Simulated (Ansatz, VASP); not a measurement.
# LiH: VASP beside Ansatz

Contents of INCAR:

```
  ALGO = Normal
  EDIFF = 1E-6
  ENCUT = 520
  GGA = PE
  ISIF = 2
  ISMEAR = 0
  LASPH = T
  LCHARG = F
  LREAL = F
  LWAVE = F
  NBANDS = 9
  NELM = 100
  PREC = Accurate
  SIGMA = 0.01
```

File KPOINTS:

```
k-points
0
Gamma
  8 8 8
```

Contents of POSCAR:

```
LiH
1.0
    2.5308210980      0.0000000000      0.0000000000
    0.0000000000      2.5308210980      0.0000000000
    0.0000000000      0.0000000000      2.5308210980
Li H
1 1
Direct
    0.0000000000      0.0000000000      0.0000000000
    0.5000000000      0.5000000000      0.5000000000
```

Input for Ansatz:

```yaml
crystal:
  lattice:
    - [2.530821098, 0.0, 0.0]
    - [0.0, 2.530821098, 0.0]
    - [0.0, 0.0, 2.530821098]
  atoms:
    - { symbol: Li, position: [0.0, 0.0, 0.0] }
    - { symbol: H, position: [0.5, 0.5, 0.5] }
kpoints:
  mp_grid: { grid: [8, 8, 8] }
hamiltonian:
  xc: pbe
scf:
  occupations: { method: fixed }
  n_extra_bands: 4
output:
  forces: true
  stress: true
  eigenvalues: true
```

Alike in both runs: task single point; functional PBE; k mesh 8 × 8 × 8; no spin polarisation.

|  | VASP | Ansatz |
| --- | --- | --- |
| version | VASP 6.6.1 | Ansatz 0.2.0 |
| potentials or method | VASP PAW PBE potentials, release 64 (Li_sv, H) | plane waves, PAW |
| plane-wave cutoff (eV) | 520 | 420 |
| occupations | gaussian, width 0.01 eV | fixed |
| valence electrons in the cell | 4 | 4 |

Ansatz gave:

- gap on the k mesh at the Fermi level (eV): 0.72

What did VASP give for the same quantities?

gap on the k mesh at the Fermi level (eV): 0.74.

Noted on VASP's run: the cutoff is short for stress, so the pressure is rough.
